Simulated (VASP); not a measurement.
# CoP3Os: relaxation of cell and atoms with PBE

CoP3Os:

```
CELL_PARAMETERS angstrom
4.59060 0.00000 0.00000
0.00000 3.51229 0.00000
-2.17481 0.00000 9.36049
ATOMIC_POSITIONS crystal
Co 0.21394 0.00000 0.32042
Co 0.46054 0.00000 0.74635
P 0.06111 0.00000 0.05161
P 0.58603 0.00000 0.51875
P 0.69469 0.00000 0.26430
P 0.99217 0.00000 0.80968
P 0.56823 0.00000 0.98991
P 0.11771 0.00000 0.53398
Os 0.40725 0.50000 0.12724
Os 0.89833 0.50000 0.63775
```

* Program: VASP 6.6.1
* Task: relaxation of cell and atoms
* Functional: PBE
* Potentials or basis: VASP PAW PBE potentials, release 64 (Co, P, Os)
* Cutoff: 600 eV
* k mesh: 4 × 6 × 2
* Occupations: gaussian, width 0.1 eV
* Spin: no spin polarisation
* Dipole correction: no
* Further INCAR settings: ALGO = Normal; EDIFF = 1e-06; IBRION = 2; EDIFFG = -0.04; NSW = 90; ISIF = 3

```json
{
  "Relaxed volume": "15.11 Å³/atom",
  "Relaxed cell": "a = 4.594 Å, b = 3.515 Å, c = 9.599 Å, α = 90.00°, β = 102.91°, γ = 90.00°",
  "Space group after relaxing (to 0.1 Å)": "Pm (No. 6)",
  "Energy gained by relaxing": "0.2 meV/atom",
  "Ionic steps": "9",
  "Pressure after relaxing": "0.0 GPa",
  "Largest force after relaxing": "0.033 eV/Å",
  "Band gap on the k mesh": "zero (bands 32 and 33 overlap by 0.59 eV)"
}
```

Forces in eV/Å, atoms in the order of the input:
```
Co  -0.032  0.000  0.007
Co   0.006  0.000 -0.015
P   -0.003  0.000  0.002
P    0.015  0.000 -0.018
P   -0.011  0.000  0.002
P    0.010  0.000  0.011
P    0.003  0.000  0.001
P    0.005  0.000  0.010
Os  -0.005  0.000  0.005
Os   0.013  0.000 -0.006
```

Step by step:
| step | energy change (eV) | largest force (eV/Å) | pressure (GPa) | volume (Å³) |
| --- | --- | --- | --- | --- |
| 1 | 0.0000 | 0.0822 | 0.21 | 150.92 |
| 2 | -0.0009 | 0.0713 | -0.36 | 151.35 |
| 3 | -0.0011 | 0.0626 | -0.24 | 151.23 |
| 4 | -0.0019 | 0.0423 | 0.00 | 150.98 |
| 5 | -0.0018 | 0.0549 | 0.16 | 150.87 |
| 6 | -0.0019 | 0.0447 | 0.12 | 150.93 |
| 7 | -0.0022 | 0.0402 | 0.01 | 151.06 |
| 8 | -0.0022 | 0.0426 | -0.01 | 151.07 |
| 9 | -0.0025 | 0.0326 | -0.02 | 151.10 |

Final structure:
```cif
data_structure
_symmetry_space_group_name_H-M 'P 1'
_symmetry_Int_Tables_number 1
_cell_length_a 4.5942
_cell_length_b 3.5153
_cell_length_c 9.5988
_cell_angle_alpha 90.000
_cell_angle_beta 102.913
_cell_angle_gamma 90.000
_cell_volume 151.10
loop_
_atom_site_label
_atom_site_type_symbol
_atom_site_fract_x
_atom_site_fract_y
_atom_site_fract_z
_atom_site_occupancy
Co1 Co 0.21346 0.00000 0.31946 1
Co2 Co 0.46319 0.00000 0.74731 1
P1 P 0.06006 0.00000 0.05114 1
P2 P 0.58538 0.00000 0.51849 1
P3 P 0.69371 0.00000 0.26479 1
P4 P 0.99313 0.00000 0.80940 1
P5 P 0.56842 0.00000 0.99039 1
P6 P 0.11958 0.00000 0.53454 1
Os1 Os 0.40550 0.50000 0.12738 1
Os2 Os 0.89758 0.50000 0.63709 1
```

Levels at points of the mesh, in eV from the Fermi level:
```csv
k point,band 28,band 29,band 30,band 31,band 32,band 33,band 34,band 35,band 36,band 37
"(0.00, 0.00, 0.00)",-0.96,-0.94,-0.68,-0.52,-0.37,-0.01,0.79,1.23,1.49,2.53
"(0.50, 0.00, 0.00)",-0.86,-0.77,-0.57,-0.24,0.09,0.54,1.24,1.76,2.02,2.29
"(0.00, 0.50, 0.00)",-0.82,-0.64,-0.38,-0.33,-0.24,-0.11,0.66,1.01,1.25,1.96
"(0.50, 0.50, 0.00)",-1.04,-0.72,-0.41,-0.25,-0.04,0.12,0.15,0.44,1.40,1.53
"(0.00, 0.00, 0.50)",-0.97,-0.86,-0.70,-0.56,-0.42,-0.37,0.25,1.37,1.95,2.55
"(0.50, 0.00, 0.50)",-0.98,-0.85,-0.59,-0.08,0.11,0.67,1.25,1.76,2.08,2.28
"(0.00, 0.50, 0.50)",-0.84,-0.78,-0.59,-0.34,-0.28,-0.14,1.01,1.03,1.05,1.83
"(0.50, 0.50, 0.50)",-1.11,-1.03,-0.47,-0.38,-0.05,0.19,0.34,0.93,1.21,1.23
```

Wall time 18 min on 1 thread of Intel(R) Xeon(R) Platinum 8488C (Sapphire Rapids), with other jobs on the host, peak memory 0.39 GiB.

Caveat: spin-orbit coupling is left out, which moves the levels of the heavy elements; the run has no spin polarisation, though such a crystal can be magnetic. Spin polarisation is off, so any magnetic state and its effect on volume and gap are missing.
